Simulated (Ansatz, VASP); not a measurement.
# Two plane-wave programs on As

```
CELL_PARAMETERS angstrom
4.90404 0.00000 0.00000
-2.45202 4.24702 0.00000
0.00000 0.00000 2.83850
ATOMIC_POSITIONS crystal
As 0.00000 0.00000 0.00000
As 0.33333 0.66667 0.50000
As 0.66667 0.33333 0.50000
```

Alike in both runs: task single point; functional r2SCAN; k mesh 9 × 9 × 13; occupations fermi-dirac, width 0.1 eV; no spin polarisation.

```csv
,VASP,Ansatz
version,VASP 6.6.1,Ansatz 0.2.0
potentials or method,"VASP PAW PBE potentials, release 64 (As), cutoff 520 eV","plane waves (500 eV) with PAW, scalar-relativistic"
valence electrons in the cell,15,45
```

Ansatz gave:

| Item | Value |
| --- | --- |
| pressure (GPa) | -2.6 |
| traceless stress, the component that is largest in VASP (GPa) | 0.53 |

Q: Estimate VASP's values.

A: Pressure (GPa): -2.7; traceless stress, the component that is largest in VASP (GPa): 0.51.

VASP's potentials were made for PBE, not for r2SCAN. VASP's potentials hold 15 valence electrons a cell and Ansatz's 45, so a difference there can come from the potentials and not from the codes.
